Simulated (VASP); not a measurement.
Write the native input for VASP 6.6.1 that does the following.

| Property | Result |
| --- | --- |
| Task | single point |
| Functional | r2SCAN |
| Potentials or basis | VASP PAW PBE potentials, release 64 (Pt) |
| Cutoff | 520 eV |
| k mesh | 22 × 22 × 22 |
| Occupations | gaussian, width 0.15 eV |
| Spin | no spin polarisation |
| Dipole correction | no |
| Further INCAR settings | ALGO = Normal; EDIFF = 1e-06; NBANDS = 11 |

Pt:

```
Pt
1.0
    -1.59214    1.58422    1.58422
     1.59214   -1.58422    1.58422
     1.59214    1.58422   -1.58422
Pt
1
Cartesian
  0.0000 0.0000 0.0000
```

This cell differs from its parent crystal: strain +0.0050 x Voigt [1, 0, 0, 0, 0, 0].

One way to write it, as run:

POSCAR

```
Pt
1.0
   -1.5921411000      1.5842200000      1.5842200000
    1.5921411000     -1.5842200000      1.5842200000
    1.5921411000      1.5842200000     -1.5842200000
Pt
1
Direct
    0.0000000000      0.0000000000      0.0000000000
```

INCAR.step1

```
SYSTEM = Pt
ALGO     = Normal         ! electronic algorithm
EDIFF    = 1E-4           ! SCF threshold, eV
ENCUT    = 520            ! plane-wave cutoff, eV
GGA      = PE             ! functional
ISMEAR   = 0              ! smearing method
LASPH    = .True.         ! aspherical terms in the spheres
LCHARG   = .False.        ! write CHGCAR
LREAL    = .False.        ! projectors in reciprocal space
LWAVE    = .True.         ! write WAVECAR
NBANDS   = 11             ! bands
NELM     = 60             ! most SCF steps
PREC     = Accurate       ! precision mode
SIGMA    = 0.15           ! smearing width, eV
```

INCAR.step2

```
SYSTEM = Pt
ALGO     = Normal         ! electronic algorithm
EDIFF    = 1E-6           ! SCF threshold, eV
ENCUT    = 520            ! plane-wave cutoff, eV
ISIF     = 2              ! what is computed and relaxed
ISMEAR   = 0              ! smearing method
ISTART   = 1            
LASPH    = .True.         ! aspherical terms in the spheres
LCHARG   = .False.        ! write CHGCAR
LMIXTAU  = .True.       
LREAL    = .False.        ! projectors in reciprocal space
LWAVE    = .False.        ! write WAVECAR
METAGGA  = R2SCAN         ! meta-GGA
NBANDS   = 11             ! bands
NELM     = 60             ! most SCF steps
PREC     = Accurate       ! precision mode
SIGMA    = 0.15           ! smearing width, eV
```

KPOINTS

```
k-points
0
Gamma
  22 22 22
  0 0 0
```

Potentials or basis: VASP PAW PBE potentials, release 64 (Pt).

Command:

```console
$ cat potpaw_PBE.64/Pt/POTCAR > POTCAR
$ cp INCAR.step1 INCAR
$ mpirun -np 1 vasp_std > vasp.out
$ cp INCAR.step2 INCAR
$ mpirun -np 1 vasp_std > vasp.out
```

It gave:

The pressure is -7.1 GPa and the band gap on the k mesh is zero (bands 5 and 6 overlap by 2.29 eV).

Caveat: the cell differs from its parent crystal (strain +0.0050 x Voigt [1, 0, 0, 0, 0, 0]); the cell stands under tension; the PAW data sets were made with another functional, which shifts forces and pressure a little; spin-orbit coupling is left out, which moves the levels of the heavy elements.

Run time: 3.2 min on 1 thread of Intel(R) Xeon(R) 6975P-C (Granite Rapids) (shared host), peak memory 0.25 GiB.
